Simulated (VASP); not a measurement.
Runs of VASP 6.6.1 on HgTe. The structure is that of space group F-43m (No. 216), or close to it. The cells are those of the table. 

```tsv
level	cell	k mesh	grid for exact exchange (PRECFOCK)	share of exact exchange	screening parameter	gap on the mesh (eV)	pressure (GPa)
r2SCAN	a = 4.600 Å, angles 60.0°, 2 atoms	6 × 6 × 6	-	-	-	none	1.5
r2SCAN	a = 4.652, b = 4.614, c = 4.614 Å, angles 60.5, 59.7, 59.7°, 2 atoms	6 × 6 × 6	-	-	-	0.05	(b)
HSE06	a = 4.600 Å, angles 60.0°, 2 atoms	4 × 4 × 4	Normal	0.25	0.2079 1/Å	none	(a)
HSE06	a = 4.652, b = 4.614, c = 4.614 Å, angles 60.5, 59.7, 59.7°, 2 atoms	4 × 4 × 4	Normal	0.25	0.2079 1/Å	0.10	0.8
PBE	a = 4.652, b = 4.614, c = 4.614 Å, angles 60.5, 59.7, 59.7°, 2 atoms	6 × 6 × 6	-	-	-	0.05	2.0
PBE	a = 4.600 Å, angles 60.0°, 2 atoms	6 × 6 × 6	-	-	-	none	2.8
```

Alike in all rows: task single point; potentials or basis VASP PAW PBE potentials, release 64 (Hg, Te); no spin polarisation; cutoff (eV) 520; smearing fermi-dirac 0.02 eV.

**Question.** Estimate the missing entries.

**Answer.** (a) 1.6; (b) 0.7.

Caveats: some runs use coarse meshes; spin-orbit coupling is left out, which moves the levels of the heavy elements; the PAW data sets were made with another functional, which shifts forces and pressure a little (at least some runs); semilocal functionals underestimate gaps, so a narrow gap can read as zero (at least some runs).

A k mesh can miss the band edges, and the runs leave out spin-orbit coupling on Hg, Te.

A gap of «none» marks levels without a gap at the run's occupations.
